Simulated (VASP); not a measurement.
Write the native input for VASP 6.6.1 that does the following.

| Property | Result |
| --- | --- |
| Task | single point |
| Functional | PBE |
| Dispersion | D3(BJ) |
| Potentials or basis | VASP PAW PBE potentials, release 64 (O, H, S) |
| Cutoff | 520 eV |
| k mesh | 1 × 1 × 1 |
| Occupations | fermi-dirac, width 0.02 eV |
| Spin | no spin polarisation |
| Dipole correction | no |
| Further INCAR settings | LREAL = Auto; ALGO = Normal; EDIFF = 1e-07; NBANDS = 66 |

The structure of H22SO10 lies in POSCAR:

```
H22SO10
1.0
    7.1137870000      0.0000000000      0.0000000000
    0.0000000000      7.1137870000      0.0000000000
    0.0000000000      0.0000000000      7.1137870000
O H S
10 22 1
Direct
   -0.2278252076      0.6731014015      1.1779239384
    0.5438172383      0.5874648763      0.5217052464
    0.4236421473      0.1423995405      0.5474721130
    0.0008574898      0.1845289998      0.8335082285
    0.1524645031      0.8184107846      0.6305221115
    0.1446627514      0.2895504181      0.3368951024
    0.5958710881      0.0246704041      0.1826031620
    0.7534805301      0.2930506635      0.3377525923
    0.2480394760      0.7115338145      0.2833090167
    0.8824694920      0.4641831418      0.6563873785
   -0.1172511912      0.6907713149      1.2506840590
   -0.2045886389      0.6705008176      1.0465452508
    0.6451697246      0.5061860863      0.5571715881
    0.4732500425      0.6206680071      0.6283573011
    0.4801380755      0.2443424297      0.4958821511
    0.4744589626      0.0549496351      0.4658981215
   -0.1338386994      0.1555430321      0.8717860121
    0.0072394633      0.1009026556      0.7186889346
    0.2242687334      0.8115508659      0.5110920527
    0.2436255120      0.7852357682      0.7321838565
    0.2343899248      0.2150190890      0.4163745696
    0.1947767061      0.2840821633      0.2113079855
    0.6749569533      0.1241111099      0.2537607606
    0.6576244130     -0.0909501507      0.1789482873
    0.8538771262      0.3237375536      0.4288433151
    0.7814122070      0.3784060445      0.2388601177
    0.2981815452      0.5992026469      0.2569376902
    0.3236953819      0.8036788282      0.2106894682
    0.9526571431      0.3443875955      0.7093830614
    0.9861554753      0.5640736783      0.6717659666
    0.4916509308      0.2728504522      0.8076289043
    0.5435360941      0.2754791506      1.0434526645
    0.4383319321      0.3836774984      0.9383890746
```

The input as run:

INCAR

```
SYSTEM = H22SO10
PREC = Accurate ; ENCUT = 520
EDIFF = 1E-7 ; ISMEAR = -1
SIGMA = 0.02 ; LREAL = Auto
LASPH = .True. ; NELM = 60
ALGO = Normal ; ISIF = 2
LWAVE = .False. ; LCHARG = .False.
GGA = PE ; IVDW = 12
NBANDS = 66
```

KPOINTS

```
Automatic mesh
0
Gamma
  1 1 1
  0 0 0
```

Potentials or basis: VASP PAW PBE potentials, release 64 (O, H, S).

Command:

```sh
$ cat potpaw_PBE.64/O/POTCAR potpaw_PBE.64/H/POTCAR potpaw_PBE.64/S/POTCAR > POTCAR
$ mpirun -np 1 vasp_gam > vasp.out
```

It gave:

* Pressure: 3.4 GPa
* Largest force: 5.870 eV/Å
* Band gap on the k mesh: 3.77 eV
* Dispersion energy per atom: -0.037 eV

Caveat: the k points lie up to 0.88 Å⁻¹ apart.

Wall time 43 s on 1 thread of Intel(R) Xeon(R) Platinum 8488C (Sapphire Rapids), on a shared host, peak memory 0.4 GiB.
